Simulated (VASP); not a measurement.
# Ti (P6_3/mmc) in VASP: further runs

Runs on Ti. Level: r2SCAN. Tasks: single point.

Everything below comes from runs of VASP 6.6.1. Logs are shortened: lines on timing, memory, paths and dates and some standing lists are left out, and cuts for length are marked.

## 1. The cell of the first run

The structure is hexagonal, space group P6_3/mmc (No. 194). The conventional cell has a = 2.935 Å, b = 2.935 Å, c = 4.314 Å, α = 90.00°, β = 90.00°, γ = 120.00°. Ti (site symmetry -6m2) has 12 Ti at 2.74 to 2.94 Å within 3.6 Å.

## 2. Single point, r2SCAN (normal strain along x +0.0000, normal strain along z -0.0700)

Input file POSCAR:

```
Ti
1.0
    2.9350879604      0.0000000000      0.0000000000
   -1.4675439802      2.5418607360      0.0000000000
    0.0000000000      0.0000000000      4.3137292730
Ti
2
Direct
    0.3333333333      0.6666666667      0.2500000000
    0.6666666667      0.3333333333      0.7500000000
```

Input file INCAR.step1:

```
PREC = Accurate
ENCUT = 520
ISMEAR = 1
SIGMA = 0.05
LREAL = F
LASPH = T
NELM = 100
NBANDS = 19
GGA = PE
ALGO = Normal
EDIFF = 1E-4
LWAVE = T
LCHARG = F
```

Input file INCAR.step2:

```
PREC = Accurate
ENCUT = 520
EDIFF = 1E-6
ISMEAR = 1
SIGMA = 0.05
LREAL = F
LASPH = T
NELM = 100
ALGO = Normal
ISIF = 2
LWAVE = F
LCHARG = T
METAGGA = R2SCAN
LMIXTAU = T
LELF = T
LVHAR = T
NBANDS = 19
ISTART = 1
```

Input file KPOINTS:

```
regular mesh
0
Gamma
  18 18 10
```

Potentials or basis: VASP PAW PBE potentials, release 64 (Ti_sv).

Run with:

```
cat potpaw_PBE.64/Ti_sv/POTCAR > POTCAR
cp INCAR.step1 INCAR
mpirun -np 1 vasp_std > vasp.out
cp INCAR.step2 INCAR
mpirun -np 1 vasp_std > vasp.out
```

OUTCAR:

```text
PREC = Accurate
   ENCUT = 520
   EDIFF = 1E-6
   ISMEAR = 1
   LREAL = F
   LASPH = T
   NELM = 100
   ISIF = 2
   METAGGA = R2SCAN
   ISTART = 1

 ion  position               nearest neighbor table
   1  0.333  0.667  0.250-   2 2.74   2 2.74   2 2.74   2 2.74   2 2.74   2 2.74
   2  0.667  0.333  0.750-   1 2.74   1 2.74   1 2.74   1 2.74   1 2.74   1 2.74

  LATTYP: Found a hexagonal cell.
 ALAT       =     2.9350879604
 C/A-ratio  =     1.4697103907

  Lattice vectors:

 A1 = (   2.9350879604,   0.0000000000,   0.0000000000)
 A2 = (  -1.4675439802,   2.5418607360,   0.0000000000)
 A3 = (   0.0000000000,   0.0000000000,   4.3137292730)

Analysis of symmetry for initial positions (statically):
=====================================================================
 Subroutine PRICEL returns:
 Original cell was already a primitive cell.

 Routine SETGRP: Setting up the symmetry group for a
 hexagonal supercell.

 Subroutine GETGRP returns: Found 24 space group operations
 (whereof 12 operations were pure point group operations)
 out of a pool of 24 trial point group operations.

The static configuration has the point symmetry D_3d.
 The point group associated with its full space group is D_6h.

Analysis of symmetry for dynamics (positions and initial velocities):
=====================================================================
 Subroutine PRICEL returns:
 Original cell was already a primitive cell.

 Routine SETGRP: Setting up the symmetry group for a
 hexagonal supercell.

 Subroutine GETGRP returns: Found 24 space group operations
 (whereof 12 operations were pure point group operations)
 out of a pool of 24 trial point group operations.

The dynamic configuration has the point symmetry D_3d.
 The point group associated with its full space group is D_6h.

 Subroutine INISYM returns: Found 24 space group operations
 (whereof 12 operations are pure point group operations),
 and found     1 'primitive' translations

----------------------------------------------------------------------------------------

                                     Primitive cell

  volume of cell :      32.1829

  direct lattice vectors                    reciprocal lattice vectors
     2.935087960  0.000000000  0.000000000     0.340705292  0.196706292  0.000000000
    -1.467543980  2.541860736  0.000000000     0.000000000  0.393412584  0.000000000
     0.000000000  0.000000000  4.313729273     0.000000000  0.000000000  0.231817979

  length of vectors
     2.935087960  2.935087960  4.313729273     0.393412584  0.393412584  0.231817979

  position of ions in fractional coordinates (direct lattice)
     0.333333333  0.666666667  0.250000000
     0.666666667  0.333333333  0.750000000

  ion indices of the primitive-cell ions
   primitive index   ion index
                 1           1
                 2           2

----------------------------------------------------------------------------------------

 KPOINTS: regular mesh

Automatic generation of k-mesh.
 Grid dimensions read from file:
 generate k-points for:   18   18   10

 Generating k-lattice:

  Cartesian coordinates                     Fractional coordinates (reciprocal lattice)
     0.018928072  0.010928127  0.000000000     0.055555556 -0.000000000  0.000000000
     0.000000000  0.021856255  0.000000000     0.000000000  0.055555556  0.000000000
     0.000000000  0.000000000  0.023181798     0.000000000  0.000000000  0.100000000

  Length of vectors
     0.021856255  0.021856255  0.023181798

  Shift w.r.t. Gamma in fractional coordinates (k-lattice)
     0.000000000  0.000000000  0.000000000

 Subroutine IBZKPT returns following result:
 ===========================================

 Found    222 irreducible k-points:

 Following reciprocal coordinates:
            Coordinates               Weight
  0.000000  0.000000  0.000000      1.000000
  0.055556  0.000000  0.000000      6.000000
  0.111111  0.000000  0.000000      6.000000
  0.166667 -0.000000  0.000000      6.000000
  0.222222 -0.000000  0.000000      6.000000
[... 52 lines left out ...]
      1     -49.8037      2.00000
      2     -49.6316      2.00000
      3     -25.4208      2.00000
      4     -25.0635      2.00000
      5     -24.8762      2.00000
      6     -24.8732      2.00000
[... 11 lines left out ...]
     18      12.0699      0.00000
     19      13.3992      0.00000

 k-point     7 :       0.3333   -0.0000    0.0000
  band No.  band energies     occupation
      1     -49.7768      2.00000
      2     -49.6335      2.00000
      3     -25.3487      2.00000
      4     -25.1486      2.00000
      5     -24.9523      2.00000
      6     -24.9007      2.00000
[... 11 lines left out ...]
     18      12.5039      0.00000
     19      13.4868      0.00000

 k-point     8 :       0.3889   -0.0000    0.0000
  band No.  band energies     occupation
      1     -49.7521      2.00000
      2     -49.6376      2.00000
      3     -25.2786      2.00000
      4     -25.2183      2.00000
      5     -25.0128      2.00000
      6     -24.9228      2.00000
[... 256 lines left out ...]
 k-point    20 :       0.1667    0.1111    0.0000
  band No.  band energies     occupation
      1     -49.8207      2.00000
      2     -49.6317      2.00000
      3     -25.4643      2.00000
      4     -24.9740      2.00000
      5     -24.9213      2.00000
      6     -24.7698      2.00000
[... 11 lines left out ...]
     18      11.9719      0.00000
     19      13.3000      0.00000

 k-point    21 :       0.2222    0.1111    0.0000
  band No.  band energies     occupation
      1     -49.7953      2.00000
      2     -49.6319      2.00000
      3     -25.3988      2.00000
      4     -25.0569      2.00000
      5     -24.9689      2.00000
      6     -24.8238      2.00000
[... 11 lines left out ...]
     18      12.3969      0.00000
     19      13.3898      0.00000

 k-point    22 :       0.2778    0.1111    0.0000
  band No.  band energies     occupation
      1     -49.7692      2.00000
      2     -49.6344      2.00000
      3     -25.3278      2.00000
      4     -25.1386      2.00000
      5     -25.0060      2.00000
      6     -24.8777      2.00000
[... 11 lines left out ...]
     18      12.8701      0.00000
     19      13.4626      0.00000

 k-point    23 :       0.3333    0.1111    0.0000
  band No.  band energies     occupation
      1     -49.7451      2.00000
      2     -49.6391      2.00000
      3     -25.2581      2.00000
      4     -25.2058      2.00000
      5     -25.0323      2.00000
      6     -24.9244      2.00000
[... 11 lines left out ...]
     18      13.3768      0.00000
     19      13.5150      0.00000

 k-point    24 :       0.3889    0.1111    0.0000
  band No.  band energies     occupation
      1     -49.7267      2.00000
      2     -49.6449      2.00000
      3     -25.2496      2.00000
      4     -25.2013      2.00000
      5     -25.0472      2.00000
      6     -24.9567      2.00000
[... 11 lines left out ...]
     18      13.5461      0.00000
     19      13.8977      0.00000

 [... further k-points ...]

------------------------ aborting loop because EDIFF is reached ----------------------------------------

  FORCE on cell =-STRESS in cart. coord.  units (eV):
  Direction    XX          YY          ZZ          XY          YZ          ZX
  --------------------------------------------------------------------------------------
  -------------------------------------------------------------------------------------
  Total        1.4133405      1.4133405      3.1716779      0.0000000     -0.0000000      0.0000000
  in kB       70.3609382     70.3609382    157.8970090      0.0000000     -0.0000000      0.0000000
  external PRESSURE =      99.5396285 kB  Pullay stress =       0.0000000 kB

 VOLUME and BASIS-vectors are now :
 -----------------------------------------------------------------------------
  energy-cutoff  :      520.00
  volume of cell :       32.18
      direct lattice vectors                 reciprocal lattice vectors
     2.935087960  0.000000000  0.000000000     0.340705292  0.196706292  0.000000000
    -1.467543980  2.541860736  0.000000000     0.000000000  0.393412584  0.000000000
     0.000000000  0.000000000  4.313729273     0.000000000  0.000000000  0.231817979

 POSITION                                       TOTAL-FORCE (eV/Angst)
 -----------------------------------------------------------------------------------
     -0.00000      1.69457      1.07843        -0.000000     -0.000000      0.000000
      1.46754      0.84729      3.23530         0.000000      0.000000      0.000000
 -----------------------------------------------------------------------------------
    total drift:                               -0.000000      0.000000     -0.000000

  FREE ENERGIE OF THE ION-ELECTRON SYSTEM (eV)
  ---------------------------------------------------
  free  energy   TOTEN  =       -25.7783991747 eV

  energy  without entropy=      -25.7787388925  energy(sigma->0) =      -25.77851241
```

Run time: 6.1 min. Hardware: 1 thread of Intel Xeon Platinum 8259CL at 2.50GHz (Skylake/Cascade Lake), shared host; peak memory 0.24 GiB.

Results:

- Free energy: -25.7784 eV
- Pressure: 10.0 GPa
- Band gap on the k mesh: zero (bands 12 and 13 overlap by 1.21 eV)

Levels at points of the mesh, in eV from the Fermi level:
```csv
k point,band 10,band 11,band 12,band 13,band 14,band 15
"(0.00, 0.00, 0.00)",-3.16,0.73,0.73,1.49,1.49,1.50
"(0.50, 0.00, 0.00)",-2.67,-2.07,-1.10,0.18,1.07,1.68
"(0.00, 0.00, 0.50)",-4.59,0.36,0.36,0.49,0.49,0.49
"(0.50, 0.00, 0.50)",-2.92,-0.85,-0.85,1.38,1.38,1.76
```

Caveat: the cell differs from its parent crystal (normal strain along x +0.0000, normal strain along z -0.0700); the stress differs along the axes, from 7 to 16 GPa; the PAW data sets were made with another functional, which shifts forces and pressure a little.

## 3. Single point, r2SCAN (normal strain along x +0.0000, normal strain along z -0.0350)

Edit POSCAR of step 2 so:

```diff
@@ -4,3 +4,3 @@
    -1.4675439802      2.5418607360      0.0000000000
-    0.0000000000      0.0000000000      4.3137292730
+    0.0000000000      0.0000000000      4.4760739230
 Ti
```

Input file INCAR.step1:

```
SYSTEM = Ti
  PREC = Accurate
  ENCUT = 520
  ISMEAR = 1
  SIGMA = 0.05
  LREAL = .False.
  LASPH = .True.
  NELM = 100
  NBANDS = 19
  GGA = PE
  ALGO = Normal
  EDIFF = 1E-4
  LWAVE = .True.
  LCHARG = .False.
```

Input file INCAR.step2:

```
SYSTEM = Ti
  PREC = Accurate
  ENCUT = 520
  EDIFF = 1E-6
  ISMEAR = 1
  SIGMA = 0.05
  LREAL = .False.
  LASPH = .True.
  NELM = 100
  ALGO = Normal
  ISIF = 2
  LWAVE = .False.
  LCHARG = .True.
  METAGGA = R2SCAN
  LMIXTAU = .True.
  LELF = .True.
  LVHAR = .True.
  NBANDS = 19
  ISTART = 1
```

Input file KPOINTS:

```
Automatic mesh
0
Gamma
  18 18 10
  0 0 0
```

Potentials or basis: VASP PAW PBE potentials, release 64 (Ti_sv).

Run with:

```
cat potpaw_PBE.64/Ti_sv/POTCAR > POTCAR
cp INCAR.step1 INCAR
mpirun -np 1 vasp_std > vasp.out
cp INCAR.step2 INCAR
mpirun -np 1 vasp_std > vasp.out
```

It took 7.8 min on 1 thread of Intel Xeon Platinum 8259CL at 2.50GHz (Skylake/Cascade Lake), shared host; peak memory 0.25 GiB.

Results (log left out):

```yaml
Free_energy: -25.8698 eV
Pressure: 4.9 GPa
Band_gap_on_the_k_mesh: zero (bands 12 and 13 overlap by 1.23 eV)
```

Stress tensor (GPa, compression positive):
```
3.23 0.00 0.00
0.00 3.23 0.00
0.00 0.00 8.10
```

Levels at points of the mesh, in eV from the Fermi level:
| k point | band 8 | band 9 | band 10 | band 11 | band 12 | band 13 | band 14 | band 15 | band 16 | band 17 |
| --- | --- | --- | --- | --- | --- | --- | --- | --- | --- | --- |
| (0.00, 0.00, 0.00) | -33.96 | -6.73 | -3.00 | 0.80 | 0.80 | 1.06 | 1.22 | 1.44 | 1.44 | 1.66 |
| (0.50, 0.00, 0.00) | -34.03 | -2.65 | -2.48 | -2.02 | -0.98 | 0.39 | 0.86 | 1.46 | 3.54 | 3.84 |
| (0.00, 0.00, 0.50) | -34.03 | -4.65 | -4.65 | 0.19 | 0.19 | 0.64 | 0.64 | 0.64 | 0.64 | 3.15 |
| (0.50, 0.00, 0.50) | -34.15 | -2.81 | -2.81 | -0.88 | -0.88 | 1.30 | 1.30 | 1.83 | 1.83 | 3.73 |

Caveat: the cell differs from its parent crystal (normal strain along x +0.0000, normal strain along z -0.0350); the cell stands under pressure; the PAW data sets were made with another functional, which shifts forces and pressure a little.

## 4. Single point, r2SCAN (normal strain along x +0.0000, normal strain along z +0.0350)

Edit POSCAR of step 3 so:

```diff
@@ -4,3 +4,3 @@
    -1.4675439802      2.5418607360      0.0000000000
-    0.0000000000      0.0000000000      4.4760739230
+    0.0000000000      0.0000000000      4.8007632232
 Ti
```

Input file INCAR.step1:

```
SYSTEM = Ti
PREC     = Accurate       ! precision mode
ENCUT    = 520            ! plane-wave cutoff, eV
ISMEAR   = 1              ! smearing method
SIGMA    = 0.05           ! smearing width, eV
LREAL    = .FALSE.        ! projectors in reciprocal space
LASPH    = .TRUE.         ! aspherical terms in the spheres
NELM     = 60             ! most SCF steps
NBANDS   = 19             ! bands
GGA      = PE             ! functional
ALGO     = Normal         ! electronic algorithm
EDIFF    = 1E-4           ! SCF threshold, eV
LWAVE    = .TRUE.         ! write WAVECAR
LCHARG   = .FALSE.        ! write CHGCAR
```

Input file INCAR.step2:

```
SYSTEM = Ti
PREC     = Accurate       ! precision mode
ENCUT    = 520            ! plane-wave cutoff, eV
EDIFF    = 1E-6           ! SCF threshold, eV
ISMEAR   = 1              ! smearing method
SIGMA    = 0.05           ! smearing width, eV
LREAL    = .FALSE.        ! projectors in reciprocal space
LASPH    = .TRUE.         ! aspherical terms in the spheres
NELM     = 60             ! most SCF steps
ALGO     = Normal         ! electronic algorithm
ISIF     = 2              ! what is computed and relaxed
LWAVE    = .FALSE.        ! write WAVECAR
LCHARG   = .TRUE.         ! write CHGCAR
METAGGA  = R2SCAN         ! meta-GGA
LMIXTAU  = .TRUE.       
LELF     = .TRUE.         ! ELF
LVHAR    = .TRUE.       
NBANDS   = 19             ! bands
ISTART   = 1
```

Input file KPOINTS:

```
Automatic mesh
0
G
  18 18 10
  0 0 0
```

Run with:

```
cat potpaw_PBE.64/Ti_sv/POTCAR > POTCAR
cp INCAR.step1 INCAR
mpirun -np 1 vasp_std > vasp.out
cp INCAR.step2 INCAR
mpirun -np 1 vasp_std > vasp.out
```

Wall time 7.2 min (1 thread of Intel Xeon Platinum 8259CL at 2.50GHz (Skylake/Cascade Lake), shared host); peak memory 0.25 GiB.

It converged, with:

```
Free energy            : -25.8798 eV
Pressure               : -3.4 GPa
Band gap on the k mesh : zero (bands 12 and 13 overlap by 1.10 eV)
```

Stress tensor (GPa, compression positive):
```
-2.06  0.00  0.00
 0.00 -2.06  0.00
 0.00  0.00 -6.20
```

Levels at points of the mesh, in eV from the Fermi level:
| k point | band 8 | band 9 | band 10 | band 11 | band 12 | band 13 | band 14 | band 15 | band 16 | band 17 |
| --- | --- | --- | --- | --- | --- | --- | --- | --- | --- | --- |
| (0.00, 0.00, 0.00) | -34.10 | -6.55 | -2.81 | 0.17 | 0.74 | 0.89 | 0.89 | 1.34 | 1.34 | 1.93 |
| (0.50, 0.00, 0.00) | -34.19 | -2.44 | -2.18 | -1.90 | -0.74 | 0.55 | 0.77 | 1.09 | 3.52 | 3.62 |
| (0.00, 0.00, 0.50) | -34.14 | -4.73 | -4.73 | -0.07 | -0.07 | 0.85 | 0.85 | 0.85 | 0.85 | 2.92 |
| (0.50, 0.00, 0.50) | -34.25 | -2.60 | -2.60 | -0.90 | -0.90 | 1.19 | 1.19 | 1.94 | 1.94 | 3.63 |

Caveat: the cell differs from its parent crystal (normal strain along x +0.0000, normal strain along z +0.0350); the cell stands under tension; the PAW data sets were made with another functional, which shifts forces and pressure a little.

## 5. Single point, r2SCAN (normal strain along x +0.0000, normal strain along z +0.0700)

Edit POSCAR of step 4 so:

```diff
@@ -4,3 +4,3 @@
    -1.4675439802      2.5418607360      0.0000000000
-    0.0000000000      0.0000000000      4.8007632232
+    0.0000000000      0.0000000000      4.9631078732
 Ti
```

Input file INCAR.step1:

```
PREC = Accurate ; ENCUT = 520
ISMEAR = 1 ; SIGMA = 0.05
LREAL = False ; LASPH = True
NELM = 100 ; NBANDS = 19
GGA = PE ; ALGO = Normal
EDIFF = 1E-4 ; LWAVE = True
LCHARG = False
```

Input file INCAR.step2:

```
PREC = Accurate ; ENCUT = 520
EDIFF = 1E-7 ; ISMEAR = 1
SIGMA = 0.05 ; LREAL = False
LASPH = True ; NELM = 100
ALGO = Normal ; ISIF = 2
LWAVE = False ; LCHARG = False
METAGGA = R2SCAN ; LMIXTAU = True
NBANDS = 19 ; ISTART = 1
```

Input file KPOINTS:

```
regular mesh
0
Gamma
  18 18 10
```

Run with:

```
cat potpaw_PBE.64/Ti_sv/POTCAR > POTCAR
cp INCAR.step1 INCAR
mpirun -np 1 vasp_std > vasp.out
cp INCAR.step2 INCAR
mpirun -np 1 vasp_std > vasp.out
```

Run time: 9.3 min. Hardware: 1 thread of Intel Xeon Platinum 8259CL at 2.50GHz (Skylake/Cascade Lake), shared host; peak memory 0.26 GiB.

Results (log left out):

| Item | Value |
| --- | --- |
| Free energy | -25.8106 eV |
| Pressure | -6.7 GPa |
| Band gap on the k mesh | zero (bands 12 and 13 overlap by 0.88 eV) |

Stress tensor (GPa, compression positive):
```
 -4.03   0.00   0.00
  0.00  -4.03   0.00
  0.00   0.00 -12.06
```

Levels at points of the mesh, in eV from the Fermi level:
| k point | band 8 | band 9 | band 10 | band 11 | band 12 | band 13 | band 14 | band 15 | band 16 | band 17 |
| --- | --- | --- | --- | --- | --- | --- | --- | --- | --- | --- |
| (0.00, 0.00, 0.00) | -34.17 | -6.47 | -2.78 | -0.18 | 0.52 | 0.90 | 0.90 | 1.28 | 1.28 | 2.02 |
| (0.50, 0.00, 0.00) | -34.26 | -2.36 | -2.08 | -1.83 | -0.63 | 0.42 | 0.92 | 0.93 | 3.42 | 3.49 |
| (0.00, 0.00, 0.50) | -34.20 | -4.76 | -4.76 | -0.19 | -0.19 | 0.90 | 0.90 | 0.90 | 0.90 | 2.84 |
| (0.50, 0.00, 0.50) | -34.31 | -2.50 | -2.50 | -0.91 | -0.91 | 1.15 | 1.15 | 1.97 | 1.97 | 3.58 |

Caveat: the cell differs from its parent crystal (normal strain along x +0.0000, normal strain along z +0.0700); the stress differs along the axes, from -12 to -4 GPa; the PAW data sets were made with another functional, which shifts forces and pressure a little.

## 6. The runs side by side

```csv
cell,gap on the mesh (eV),pressure (GPa)
"a = 2.935, b = 2.935, c = 4.314 Å, angles 90.0, 90.0, 120.0°, 2 atoms",none,10.0
"a = 2.935, b = 2.935, c = 4.476 Å, angles 90.0, 90.0, 120.0°, 2 atoms",none,4.9
"a = 2.935, b = 2.935, c = 4.801 Å, angles 90.0, 90.0, 120.0°, 2 atoms",none,-3.4
"a = 2.935, b = 2.935, c = 4.963 Å, angles 90.0, 90.0, 120.0°, 2 atoms",none,-6.7
```

Alike in all rows: task single point; level r2SCAN; potentials or basis VASP PAW PBE potentials, release 64 (Ti_sv); no spin polarisation; k mesh 18 × 18 × 10; cutoff (eV) 520; smearing methfessel-paxton 0.05 eV.

Caveats: the PAW data sets were made with another functional, which shifts forces and pressure a little; the stress differs along the axes, from 7 to 16 GPa (at least some runs); the cell stands under pressure (at least some runs); the cell stands under tension (at least some runs); the stress differs along the axes, from -12 to -4 GPa (at least some runs).

Total energies depend on the potentials used, so only differences within one code and one set of settings carry meaning.
